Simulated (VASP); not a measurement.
Crystal: Ir.

```xyz
1
Lattice="0.0000 1.8968 1.8968 1.8968 0.0000 1.8968 1.8968 1.8968 0.0000" Properties=species:S:1:pos:R:3 pbc="T T T"
Ir    0.0000    0.0000    0.0000
```

Base run:

| Property | Result |
| --- | --- |
| Program | VASP 6.6.1 |
| Functional | PBEsol |
| Potentials or basis | VASP PAW PBE potentials, release 64 (Ir_sv_GW) |
| Cutoff | 500 eV |
| k mesh | 18 × 18 × 18 |
| Occupations | gaussian, width 0.1 eV |
| Spin | no spin polarisation |

Its results: pressure 8.6 GPa.

**Question.** The run is repeated on the same cell with these changes: potentials or basis from VASP PAW PBE potentials, release 64 (Ir_sv_GW) to VASP PAW PBE potentials, release 64 (Ir); cutoff from 500 eV to 520 eV; further incar settings from ALGO = Normal; EDIFF = 1e-06; NBANDS = 14 to ALGO = Normal; EDIFF = 1e-06; NBANDS = 10; valence electrons from 17 to 9. What comes out?

**Answer.** Pressure 13.2 GPa.

Caveats: the PAW data sets were made with another functional, which shifts forces and pressure a little.
